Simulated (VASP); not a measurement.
Set up this calculation in VASP 6.6.1, as the native input.

```yaml
Task: relaxation of cell and atoms
Functional: PBE
Potentials_or_basis: VASP PAW PBE potentials, release 64 (Li_sv)
Cutoff: 600 eV
k_mesh: 14 × 14 × 14
Occupations: fermi-dirac, width 0.03 eV
Spin: no spin polarisation
Dipole_correction: no
Further_INCAR_settings: ALGO = Normal; EDIFF = 1e-06; IBRION = 2; EDIFFG = -0.005; NSW = 100; ISIF = 3
```

The structure of Li lies in POSCAR:

```
Li
1.0
   -1.6425856075      1.6425856075      1.6425856075
    1.6425856075     -1.6425856075      1.6425856075
    1.6425856075      1.6425856075     -1.6425856075
Li
1
Direct
    0.0000000000      0.0000000000      0.0000000000
```

These files were run (other wordings do the same):

INCAR

```
SYSTEM = Li
PREC = Accurate ; ENCUT = 600
EDIFF = 1E-6 ; ISMEAR = -1
SIGMA = 0.03 ; LREAL = .False.
LASPH = .True. ; NELM = 80
ALGO = Normal ; ISIF = 3
LWAVE = .False. ; LCHARG = .False.
GGA = PE ; IBRION = 2
NSW = 100 ; EDIFFG = -0.005
```

KPOINTS

```
Automatic mesh
0
Gamma
  14 14 14
  0 0 0
```

Potentials or basis: VASP PAW PBE potentials, release 64 (Li_sv).

Command:

```bash
$ cat potpaw_PBE.64/Li_sv/POTCAR > POTCAR
$ mpirun -np 1 vasp_std > vasp.out
```

It gave:

```json
{"Relaxed volume": "20.22 Å³/atom", "Relaxed cell": "a = 2.973 Å, b = 2.973 Å, c = 2.973 Å, α = 109.47°, β = 109.47°, γ = 109.47°", "Space group after relaxing (to 0.1 Å)": "Im-3m (No. 229)", "Energy gained by relaxing": "15.8 meV/atom", "Ionic steps": "4", "Pressure after relaxing": "0.0 GPa", "Band gap on the k mesh": "zero (an odd number of electrons rules out a gap without spin polarisation)"}
```

Caveat: the cutoff is under 1.25 times the usual one of these potentials, so pressure, stress and relaxed cells hold a basis-set (Pulay) error.

Run time: 22 s on 1 thread of Intel Xeon 8259CL, with other jobs on the host, peak memory 0.13 GiB.
